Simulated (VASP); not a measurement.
# LiCl (Fm-3m) in VASP: notebook

LiCl is run at these levels: HSE06, PBE0, r2SCAN0; tasks: single point.

Everything below comes from runs of VASP 6.6.1. Logs are shortened: lines on timing, memory, paths and dates and some standing lists are left out, and cuts for length are marked.

**1. The cell of the first run**

Symmetry: Fm-3m, No. 225, cubic system. The conventional cell has a = 5.112 Å, b = 5.112 Å, c = 5.112 Å, α = 90.00°, β = 90.00°, γ = 90.00°. Li (site symmetry m-3m) has 6 Cl at 2.56 Å within 3.4 Å. Cl (site symmetry m-3m) has 6 Li at 2.56 Å within 3.4 Å.

**2. Single point, HSE06**

The input, POSCAR:

```
LiCl
1.0
    0.0000000000      2.5560362741      2.5560362741
    2.5560362741      0.0000000000      2.5560362741
    2.5560362741      2.5560362741      0.0000000000
Li Cl
1 1
Direct
    0.0000000000      0.0000000000      0.0000000000
    0.5000000000      0.5000000000      0.5000000000
```

The input, INCAR.step1:

```
PREC = Accurate
ENCUT = 520
EDIFF = 1E-5
ISMEAR = 0
SIGMA = 0.01
LREAL = F
LASPH = T
NELM = 80
ALGO = Normal
ISIF = 2
LWAVE = T
LCHARG = F
NBANDS = 12
GGA = PE
```

The input, INCAR.step2:

```
PREC = Accurate
ENCUT = 520
EDIFF = 1E-7
ISMEAR = 0
SIGMA = 0.01
LREAL = F
LASPH = T
NELM = 80
ALGO = Normal
ISIF = 2
LWAVE = F
LCHARG = F
GGA = PE
LHFCALC = T
HFSCREEN = 0.2079
PRECFOCK = Normal
NBANDS = 12
ISTART = 1
```

The input, KPOINTS:

```
regular mesh
0
Gamma
  6 6 6
```

Potentials or basis: VASP PAW PBE potentials, release 64 (Li_sv, Cl).

On the command line:

```
cat potpaw_PBE.64/Li_sv/POTCAR potpaw_PBE.64/Cl/POTCAR > POTCAR
cp INCAR.step1 INCAR
mpirun -np 1 vasp_std > vasp.out
cp INCAR.step2 INCAR
mpirun -np 1 vasp_std > vasp.out
```

OUTCAR:

```text
PREC = Accurate
   ENCUT = 520
   EDIFF = 1E-7
   ISMEAR = 0
   LREAL = F
   LASPH = T
   NELM = 80
   ISIF = 2
   GGA = PE
   LHFCALC = T
   HFSCREEN = 0.2079
   PRECFOCK = Normal
   ISTART = 1

 ion  position               nearest neighbor table
   1  0.000  0.000  0.000-   2 2.56   2 2.56   2 2.56   2 2.56   2 2.56   2 2.56
   2  0.500  0.500  0.500-   1 2.56   1 2.56   1 2.56   1 2.56   1 2.56   1 2.56

  LATTYP: Found a face centered cubic cell.
 ALAT       =     5.1120725482

  Lattice vectors:

 A1 = (   0.0000000000,   2.5560362741,   2.5560362741)
 A2 = (   2.5560362741,   0.0000000000,   2.5560362741)
 A3 = (   2.5560362741,   2.5560362741,   0.0000000000)

Analysis of symmetry for initial positions (statically):
=====================================================================
 Subroutine PRICEL returns:
 Original cell was already a primitive cell.

 Routine SETGRP: Setting up the symmetry group for a
 face centered cubic supercell.

 Subroutine GETGRP returns: Found 48 space group operations
 (whereof 48 operations were pure point group operations)
 out of a pool of 48 trial point group operations.

The static configuration has the point symmetry O_h .

Analysis of symmetry for dynamics (positions and initial velocities):
=====================================================================
 Subroutine PRICEL returns:
 Original cell was already a primitive cell.

 Routine SETGRP: Setting up the symmetry group for a
 face centered cubic supercell.

 Subroutine GETGRP returns: Found 48 space group operations
 (whereof 48 operations were pure point group operations)
 out of a pool of 48 trial point group operations.

The dynamic configuration has the point symmetry O_h .

 Subroutine INISYM returns: Found 48 space group operations
 (whereof 48 operations are pure point group operations),
 and found     1 'primitive' translations

----------------------------------------------------------------------------------------

                                     Primitive cell

  volume of cell :      33.3988

  direct lattice vectors                    reciprocal lattice vectors
     0.000000000  2.556036274  2.556036274    -0.195615377  0.195615377  0.195615377
     2.556036274  0.000000000  2.556036274     0.195615377 -0.195615377  0.195615377
     2.556036274  2.556036274  0.000000000     0.195615377  0.195615377 -0.195615377

  length of vectors
[... 90 lines left out ...]
   IALGO  =     38    algorithm
   IMIX   =      1    mixing-type and parameters
     AMIX     =   0.40;   BMIX     =  1.00
     AMIX_MAG =   1.60;   BMIX_MAG =  1.00
  volume/ion in A,a.u.               =      16.70       112.69
  Fermi-wavevector in a.u.,A,eV,Ry     =   1.095211  2.069649 16.320015  1.199487
  Thomas-Fermi vector in A             =   2.231530
   LORBIT       =      0    0 simple, 1 ext, 2 COOP (PROOUT), +10 PAW based schemes
   GGA     = PE    functional components
   LHFCALC =     T    Hartree Fock is set to
   PRECFOCK=normal    Normal, Fast or Accurate (Low or Medium for compatibility)
   ENCUT4O =  -1.0   cutoff for four orbital integrals eV
   NKREDX  =     1    reduce k-point grid by
   NKREDY  =     1    reduce k-point grid by
   NKREDZ  =     1    reduce k-point grid by
   AEXX    =    0.2500 exact exchange contribution
   HFSCREEN=    0.2079 screening length (either q_TF or 0.3 A-1)
   HFSCREENC=   0.2079 screening length for correlation (either q_TF or 0.3 A-1)
   ENCUTFOCK=  -1.0 apply spherical cutoff to Coloumb kernel
   IVDW    =     0    specifies the selected vdW correction
   LEPSILON=     F    determine dielectric tensor
   LRPA    =     F    only Hartree local field effects (RPA)
 non-spin polarized calculation
 Gauss-broadening in eV      SIGMA  =   0.01
  energy-cutoff  :      520.00
  volume of cell :       33.40
 maximum number of plane-waves:       934
  NGX = 24; NGY = 24; NGZ = 24

 number of electron      10.0000003 magnetization

 Free energy of the ion-electron system (eV)
  ---------------------------------------------------
  ext. energy  EPLUGINS =         0.00000000
  ---------------------------------------------------
  free energy    TOTEN  =        -8.45942710 eV

  energy without entropy =       -8.45942710  energy(sigma->0) =       -8.45942710

 E-fermi :  -0.1767     XC(G=0):  -7.2957

 val. band max:       -0.3038033575   @ k =   0.0000   0.0000   0.0000
 cond. band min:       7.4900936216   @ k =   0.0000   0.0000   0.0000
 fundamental gap:      7.7938969791
 Fermi energy:        -0.1767269829

 k-point     1 :       0.0000    0.0000    0.0000
  band No.  band energies     occupation
      1     -46.5610      2.00000
      2     -15.0059      2.00000
      3      -0.3038      2.00000
      4      -0.3038      2.00000
      5      -0.3038      2.00000
      6       7.4901      0.00000
      7      13.1700      0.00000
      8      13.1700      0.00000
      9      13.1700      0.00000
     10      15.9834      0.00000
     11      15.9834      0.00000
     12      15.9878      0.00000
[... 211 lines left out ...]
 k-point    16 :      -0.3333    0.5000    0.1667
  band No.  band energies     occupation
      1     -46.5565      2.00000
      2     -14.1009      2.00000
      3      -3.0622      2.00000
      4      -2.1062      2.00000
      5      -1.4763      2.00000
      6       9.9306      0.00000
      7      10.5249      0.00000
      8      12.6927      0.00000
      9      12.7951      0.00000
     10      16.4487      0.00000
     11      18.7890      0.00000
     12      20.3662      0.00000

------------------------ aborting loop because EDIFF is reached ----------------------------------------

  FORCE on cell =-STRESS in cart. coord.  units (eV):
  Direction    XX          YY          ZZ          XY          YZ          ZX
  --------------------------------------------------------------------------------------
  -------------------------------------------------------------------------------------
  Total       -0.0041986     -0.0041986     -0.0041986      0.0000000      0.0000000      0.0000000
  in kB       -0.2014123     -0.2014123     -0.2014123      0.0000000      0.0000000      0.0000000
  external PRESSURE =      -0.2014123 kB  Pullay stress =       0.0000000 kB

 VOLUME and BASIS-vectors are now :
 -----------------------------------------------------------------------------
  energy-cutoff  :      520.00
  volume of cell :       33.40
      direct lattice vectors                 reciprocal lattice vectors
     0.000000000  2.556036274  2.556036274    -0.195615377  0.195615377  0.195615377
     2.556036274  0.000000000  2.556036274     0.195615377 -0.195615377  0.195615377
     2.556036274  2.556036274  0.000000000     0.195615377  0.195615377 -0.195615377

 POSITION                                       TOTAL-FORCE (eV/Angst)
 -----------------------------------------------------------------------------------
      0.00000      0.00000      0.00000        -0.000000      0.000000     -0.000000
      2.55604      2.55604      2.55604         0.000000     -0.000000      0.000000
 -----------------------------------------------------------------------------------
    total drift:                               -0.000000      0.000000      0.000000

  FREE ENERGIE OF THE ION-ELECTRON SYSTEM (eV)
  ---------------------------------------------------
  free  energy   TOTEN  =        -8.4594270965 eV

  energy  without entropy=       -8.4594270965  energy(sigma->0) =       -8.45942710
```

OUTCAR.step1:

```text
PREC = Accurate
   ENCUT = 520
   EDIFF = 1E-5
   ISMEAR = 0
   LREAL = F
   LASPH = T
[... 449 lines left out ...]
 -----------------------------------------------------------------------------------
      0.00000      0.00000      0.00000         0.000000     -0.000000      0.000000
      2.55604      2.55604      2.55604        -0.000000      0.000000     -0.000000
 -----------------------------------------------------------------------------------
    total drift:                                0.000000      0.000000      0.000000

  FREE ENERGIE OF THE ION-ELECTRON SYSTEM (eV)
  ---------------------------------------------------
  free  energy   TOTEN  =        -7.3844807581 eV

  energy  without entropy=       -7.3844807581  energy(sigma->0) =       -7.38448076
```

OSZICAR.step1:

```text
N       E                     dE             d eps       ncg     rms          rms(c)
DAV:   1     0.423562098104E+02    0.42356E+02   -0.42236E+03   384   0.793E+02
DAV:   2    -0.477784061086E+01   -0.47134E+02   -0.45731E+02   476   0.145E+02
DAV:   3    -0.739099911247E+01   -0.26132E+01   -0.26055E+01   496   0.356E+01
DAV:   4    -0.744784948675E+01   -0.56850E-01   -0.56834E-01   552   0.543E+00
DAV:   5    -0.744833669440E+01   -0.48721E-03   -0.48720E-03   496   0.493E-01    0.240E+00
DAV:   6    -0.737865981796E+01    0.69677E-01   -0.14914E-01   484   0.181E+00    0.171E+00
DAV:   7    -0.738039181139E+01   -0.17320E-02   -0.49467E-02   568   0.117E+00    0.926E-01
DAV:   8    -0.738447010791E+01   -0.40783E-02   -0.62964E-03   448   0.548E-01    0.155E-01
DAV:   9    -0.738442803733E+01    0.42071E-04   -0.20308E-04   484   0.980E-02    0.523E-02
DAV:  10    -0.738447355726E+01   -0.45520E-04   -0.11705E-04   428   0.729E-02    0.533E-02
DAV:  11    -0.738448075807E+01   -0.72008E-05   -0.14975E-05   384   0.248E-02
   1 F= -.73844808E+01 E0= -.73844808E+01  d E =-.612677E-52
```

Run time: 25 min. Hardware: 1 thread of AMD EPYC 7R43 (Zen 3), shared host; peak memory 0.22 GiB.

Results:

```yaml
Free_energy: -8.4594 eV
Band_gap_on_the_k_mesh: 7.79 eV
```

Levels at points of the mesh, in eV from the valence-band top:
```csv
k point,band 1,band 2,band 3,band 4,band 5,band 6,band 7,band 8,band 9,band 10
"(0.00, 0.00, 0.00)",-46.26,-14.70,0.00,0.00,0.00,7.79,13.47,13.47,13.47,16.29
"(0.50, 0.00, 0.00)",-46.25,-14.06,-3.09,-0.29,-0.29,8.13,11.00,11.00,14.83,18.58
"(0.50, 0.50, 0.00)",-46.25,-13.79,-3.16,-1.21,-1.21,9.32,9.61,14.23,15.94,15.94
```

Caveat: the cutoff is under 1.25 times the usual one of these potentials, so pressure, stress and relaxed cells hold a basis-set (Pulay) error; the PAW data sets were made with another functional, which shifts forces and pressure a little.

**3. Single point, PBE0**

POSCAR is that of step 2.

The input, INCAR.step1:

```
PREC = Accurate
ENCUT = 520
EDIFF = 1E-5
ISMEAR = 0
SIGMA = 0.01
LREAL = False
LASPH = True
NELM = 80
ALGO = Normal
ISIF = 2
LWAVE = True
LCHARG = False
GGA = PE
NBANDS = 12
```

The input, INCAR.step2:

```
PREC = Accurate
ENCUT = 520
EDIFF = 1E-7
ISMEAR = 0
SIGMA = 0.01
LREAL = False
LASPH = True
NELM = 80
ALGO = Normal
ISIF = 2
LWAVE = False
LCHARG = False
GGA = PE
LHFCALC = True
AEXX = 0.25
PRECFOCK = Normal
ISTART = 1
NBANDS = 12
```

KPOINTS is that of step 2.

Potentials or basis: VASP PAW PBE potentials, release 64 (Li_sv, Cl).

On the command line:

```
cat potpaw_PBE.64/Li_sv/POTCAR potpaw_PBE.64/Cl/POTCAR > POTCAR
cp INCAR.step1 INCAR
mpirun -np 1 vasp_std > vasp.out
cp INCAR.step2 INCAR
mpirun -np 1 vasp_std > vasp.out
```

OUTCAR:

```text
PREC = Accurate
   ENCUT = 520
   EDIFF = 1E-7
   ISMEAR = 0
   LREAL = False
   LASPH = True
   NELM = 80
   ISIF = 2
   GGA = PE
   LHFCALC = True
   AEXX = 0.25
   PRECFOCK = Normal
   ISTART = 1

 ion  position               nearest neighbor table
   1  0.000  0.000  0.000-   2 2.56   2 2.56   2 2.56   2 2.56   2 2.56   2 2.56
   2  0.500  0.500  0.500-   1 2.56   1 2.56   1 2.56   1 2.56   1 2.56   1 2.56

  LATTYP: Found a face centered cubic cell.
 ALAT       =     5.1120725482

  Lattice vectors:

[... 423 lines left out ...]

------------------------ aborting loop because EDIFF is reached ----------------------------------------

  FORCE on cell =-STRESS in cart. coord.  units (eV):
  Direction    XX          YY          ZZ          XY          YZ          ZX
  --------------------------------------------------------------------------------------
  -------------------------------------------------------------------------------------
  Total       -0.0313648     -0.0313648     -0.0313648      0.0000000     -0.0000000      0.0000000
  in kB       -1.5046036     -1.5046036     -1.5046036      0.0000000     -0.0000000      0.0000000
  external PRESSURE =      -1.5046036 kB  Pullay stress =       0.0000000 kB

 VOLUME and BASIS-vectors are now :
 -----------------------------------------------------------------------------
  energy-cutoff  :      520.00
  volume of cell :       33.40
      direct lattice vectors                 reciprocal lattice vectors
     0.000000000  2.556036274  2.556036274    -0.195615377  0.195615377  0.195615377
     2.556036274  0.000000000  2.556036274     0.195615377 -0.195615377  0.195615377
     2.556036274  2.556036274  0.000000000     0.195615377  0.195615377 -0.195615377

 POSITION                                       TOTAL-FORCE (eV/Angst)
 -----------------------------------------------------------------------------------
      0.00000      0.00000      0.00000        -0.000000     -0.000000      0.000000
      2.55604      2.55604      2.55604         0.000000      0.000000      0.000000
 -----------------------------------------------------------------------------------
    total drift:                               -0.000000      0.000000      0.000000

  FREE ENERGIE OF THE ION-ELECTRON SYSTEM (eV)
  ---------------------------------------------------
  free  energy   TOTEN  =        -8.9861955352 eV

  energy  without entropy=       -8.9861955352  energy(sigma->0) =       -8.98619554
```

It took 22 min on 1 thread of AMD EPYC 7R43 (Zen 3), shared host; peak memory 0.13 GiB.

Results:

```yaml
Free_energy: -8.9862 eV
Band_gap_on_the_k_mesh: 8.52 eV
```

Caveat: the cutoff is under 1.25 times the usual one of these potentials, so pressure, stress and relaxed cells hold a basis-set (Pulay) error; the PAW data sets were made with another functional, which shifts forces and pressure a little. A k mesh can miss the band edges.

**4. Single point, r2SCAN0**

POSCAR is that of step 3.

The input, INCAR.step1:

```
PREC     = Accurate       # precision mode
ENCUT    = 520            # plane-wave cutoff, eV
EDIFF    = 1E-5           # SCF threshold, eV
ISMEAR   = 0              # smearing method
SIGMA    = 0.01           # smearing width, eV
LREAL    = F              # projectors in reciprocal space
LASPH    = T              # aspherical terms in the spheres
NELM     = 60             # most SCF steps
ALGO     = Normal         # electronic algorithm
ISIF     = 2              # what is computed and relaxed
LWAVE    = T              # write WAVECAR
LCHARG   = F              # write CHGCAR
NBANDS   = 12             # bands
GGA      = PE             # functional
```

The input, INCAR.step2:

```
PREC     = Accurate       # precision mode
ENCUT    = 520            # plane-wave cutoff, eV
EDIFF    = 1E-6           # SCF threshold, eV
ISMEAR   = 0              # smearing method
SIGMA    = 0.01           # smearing width, eV
LREAL    = F              # projectors in reciprocal space
LASPH    = T              # aspherical terms in the spheres
NELM     = 60             # most SCF steps
ALGO     = Normal         # electronic algorithm
ISIF     = 2              # what is computed and relaxed
LWAVE    = F              # write WAVECAR
LCHARG   = F              # write CHGCAR
METAGGA  = R2SCAN         # meta-GGA
LHFCALC  = T              # exact exchange
AEXX     = 0.25           # exact-exchange fraction
LMIXTAU  = T            
PRECFOCK = Normal       
NBANDS   = 12             # bands
ISTART   = 1
```

The input, KPOINTS:

```
Automatic mesh
0
Gamma
  6 6 6
```

On the command line:

```
cat potpaw_PBE.64/Li_sv/POTCAR potpaw_PBE.64/Cl/POTCAR > POTCAR
cp INCAR.step1 INCAR
mpirun -np 1 vasp_std > vasp.out
cp INCAR.step2 INCAR
mpirun -np 1 vasp_std > vasp.out
```

Run time: 43 min. Hardware: 1 thread of AMD EPYC 7R43 (Zen 3), shared host; peak memory 0.13 GiB.

Results (log left out):

```
Free energy            : -12.8467 eV
Band gap on the k mesh : 9.10 eV
```

Levels at points of the mesh, in eV from the valence-band top:
```tsv
k point	band 2	band 3	band 4	band 5	band 6	band 7	band 8	band 9
(0.00, 0.00, 0.00)	-15.11	0.00	0.00	0.00	9.10	14.68	14.68	14.68
(0.50, 0.00, 0.00)	-14.45	-3.15	-0.30	-0.30	9.35	12.30	12.30	16.34
(0.50, 0.50, 0.00)	-14.18	-3.23	-1.24	-1.24	10.63	10.73	15.72	17.57
```

Caveat: the cutoff is under 1.25 times the usual one of these potentials, so pressure, stress and relaxed cells hold a basis-set (Pulay) error; the PAW data sets were made with another functional, which shifts forces and pressure a little. A k mesh can miss the band edges.

**5. Summary**

```tsv
level	screening parameter	gap on the mesh (eV)
HSE06	0.2079 1/Å	7.79
PBE0	-	8.52
r2SCAN0	-	9.10
```

Alike in all rows: task single point; potentials or basis VASP PAW PBE potentials, release 64 (Li_sv, Cl); no spin polarisation; cell as given; k mesh 6 × 6 × 6; cutoff (eV) 520; smearing gaussian 0.01 eV.

On the cell as given the gap runs from 7.79 eV (HSE06) to 9.10 eV (r2SCAN0).

Caveats: the cutoff is under 1.25 times the usual one of these potentials, so pressure, stress and relaxed cells hold a basis-set (Pulay) error; the PAW data sets were made with another functional, which shifts forces and pressure a little.

Total energies depend on the potentials used, so only differences within one code and one set of settings carry meaning.
